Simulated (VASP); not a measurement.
**CoSi2: single point with LDA**

CoSi2:

```
Co Si
1.0
     0.00000    2.71324    2.71324
     2.71324    0.00000    2.71324
     2.71324    2.71324    0.00000
Co Si
1 2
Direct
  0.00000 0.00000 0.00000
  0.75000 0.75000 0.75000
  0.25000 0.25000 0.25000
```

* Program: VASP 6.6.1
* Task: single point
* Functional: LDA
* Potentials or basis: VASP PAW LDA potentials, release 64 (Co, Si)
* Cutoff: 520 eV
* k mesh: 9 × 9 × 9
* Occupations: fermi-dirac, width 0.05 eV
* Spin: collinear spin, ferromagnetic start
* Starting moments: [2.0, 0.0, 0.0] μB

| Quantity | Value |
| --- | --- |
| Pressure | -14.1 GPa |
| Net moment | 0.00 μB per cell |
| Valence electrons inside the program's atomic spheres | Co 8.78; Si 1.58 |

Levels at points of the mesh, in eV from the Fermi level:
Spin up:
| k point | band 6 | band 7 | band 8 | band 9 | band 10 | band 11 | band 12 | band 13 |
| --- | --- | --- | --- | --- | --- | --- | --- | --- |
| (0.00, 0.00, 0.00) | -1.75 | 0.33 | 3.29 | 3.29 | 3.29 | 3.48 | 3.48 | 3.48 |
Spin down:
| k point | band 6 | band 7 | band 8 | band 9 | band 10 | band 11 | band 12 | band 13 |
| --- | --- | --- | --- | --- | --- | --- | --- | --- |
| (0.00, 0.00, 0.00) | -1.75 | 0.33 | 3.29 | 3.29 | 3.29 | 3.48 | 3.48 | 3.48 |

Wall time 43 s on 1 thread of Intel(R) Xeon(R) Platinum 8488C (Sapphire Rapids), on a shared host, peak memory 0.18 GiB.

Caveat: the starting moments collapsed, and a magnetic state may lie lower.
